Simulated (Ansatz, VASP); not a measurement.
LiH: VASP beside Ansatz

```xyz
4
Lattice="3.1868 0.0000 0.0000 -1.5934 2.7598 0.0000 0.0000 0.0000 3.9893" Properties=species:S:1:pos:R:3 pbc="T T T"
Li    0.0000    1.8399    0.9973
Li    1.5934    0.9199    2.9920
H     1.5934    0.9199    0.9973
H     0.0000    1.8399    2.9920
```

Alike in both runs: task single point; functional PBE; k mesh 9 × 9 × 6; no spin polarisation.

|  | VASP | Ansatz |
| --- | --- | --- |
| version | VASP 6.6.1 | Ansatz 0.2.0 |
| potentials or method | VASP PAW PBE potentials, release 64 (Li_sv, H) | plane waves, PAW |
| plane-wave cutoff (eV) | 520 | 420 |
| occupations | gaussian, width 0.01 eV | fixed |
| valence electrons in the cell | 8 | 8 |

|  | VASP | Ansatz | Ansatz less VASP |
| --- | --- | --- | --- |
| gap on the k mesh at the Fermi level (eV) | 1.72 | 1.72 | +0.007 |

Noted on VASP's run: the cutoff is under 1.25 times that of the potentials, so the pressure is a little rough.
